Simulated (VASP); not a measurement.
Input of a VASP 6.6.1 run:

File INCAR:

```
SYSTEM = SnO2
PREC = Accurate ; ENCUT = 520
EDIFF = 1E-6 ; ISMEAR = 0
SIGMA = 0.05 ; LREAL = .False.
LASPH = .True. ; NELM = 100
ALGO = Normal ; ISIF = 2
LWAVE = .False. ; LCHARG = .False.
GGA = PE ; NBANDS = 64
KPAR = 4
```

KPOINTS

```
regular mesh
0
Gamma
  8 8 8
  0 0 0
```

The input POSCAR:

```
SnO2
1.0
    5.1697993239      0.0000000000      0.0000000000
    0.0000000000      5.1697993239      0.0000000000
    0.0000000000      0.0000000000      5.1697993239
Sn O
4 8
Direct
    0.0217609994      0.5000000000      0.5000000000
    0.5217609994      0.5000000000      0.0000000000
    0.5217609994      0.0000000000      0.5000000000
    0.0217609994      0.0000000000      0.0000000000
    0.3390931048      0.1609068952      0.8390931048
    0.1609068952      0.8390931048      0.3390931048
    0.8390931048      0.3390931048      0.1609068952
    0.6609068952      0.6609068952      0.6609068952
    0.3390931048      0.3390931048      0.3390931048
    0.1609068952      0.6609068952      0.8390931048
    0.8390931048      0.1609068952      0.6609068952
    0.6609068952      0.8390931048      0.1609068952
```

Potentials or basis: VASP PAW PBE potentials, release 64 (Sn_d, O).

Launch:

```sh
$ cat potpaw_PBE.64/Sn_d/POTCAR potpaw_PBE.64/O/POTCAR > POTCAR
$ mpirun -np 4 vasp_std > vasp.out
```

(1) What does it give for the largest force?

(2) Predict the band gap on the k mesh.

(3) Estimate the pressure.

## Answers

(1) 1.402 eV/Å.

(2) 0.57 eV (least direct gap 0.65 eV).

(3) 1.9 GPa.

Caveat: the cell differs from its parent crystal (all Sn atoms moved +0.113 Å, as atom 1 along Cartesian [1 0 0]); semilocal functionals underestimate gaps, and a narrow one can read as zero; spin-orbit coupling is left out, which moves the levels of the heavy elements; forces of over 1 eV/Å act on the atoms, so gaps and moduli don't describe the material at rest.
